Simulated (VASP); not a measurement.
Here is a VASP 6.6.1 calculation.

INCAR

```
SYSTEM = CdF2
PREC     = Accurate       ! precision mode
ENCUT    = 520            ! plane-wave cutoff, eV
EDIFF    = 1E-7           ! SCF threshold, eV
ISMEAR   = 0              ! smearing method
SIGMA    = 0.02           ! smearing width, eV
LREAL    = .FALSE.        ! projectors in reciprocal space
LASPH    = .TRUE.         ! aspherical terms in the spheres
NELM     = 100            ! most SCF steps
ALGO     = Normal         ! electronic algorithm
ISIF     = 2              ! what is computed and relaxed
LWAVE    = .FALSE.        ! write WAVECAR
LCHARG   = .FALSE.        ! write CHGCAR
GGA      = PS             ! functional
NBANDS   = 20             ! bands
```

Contents of KPOINTS:

```
regular mesh
0
G
  8 8 8
  0 0 0
```

File POSCAR:

```
CdF2
1.0
    0.0000000000      2.7560697600      2.6752497600
    2.7560697600      0.0000000000      2.6752497600
    2.7560697600      2.7560697600      0.0000000000
Cd F
1 2
Direct
   -0.0157484807     -0.0157484807      0.0157484807
    0.2578742403      0.2578742403      0.2421257597
    0.7578742403      0.7578742403      0.7421257597
```

Potentials or basis: VASP PAW PBE potentials, release 64 (Cd, F).

Run with:

```sh
$ cat potpaw_PBE.64/Cd/POTCAR potpaw_PBE.64/F/POTCAR > POTCAR
$ mpirun -np 1 vasp_std > vasp.out
```

What does it give for the largest force?

0.509 eV/Å.

Estimate the pressure.

-2.7 GPa.

Predict the band gap on the k mesh.

2.77 eV, indirect (least direct gap 3.30 eV).

Forces in eV/Å, atoms in the order of the input:
```
Cd   0.000  0.000  0.509
F    0.000  0.000 -0.255
F    0.000  0.000 -0.255
```

Caveat: the cell differs from its parent crystal (strained and its atoms moved); the PAW data sets were made with another functional, which shifts forces and pressure a little. A k mesh can miss the band edges.
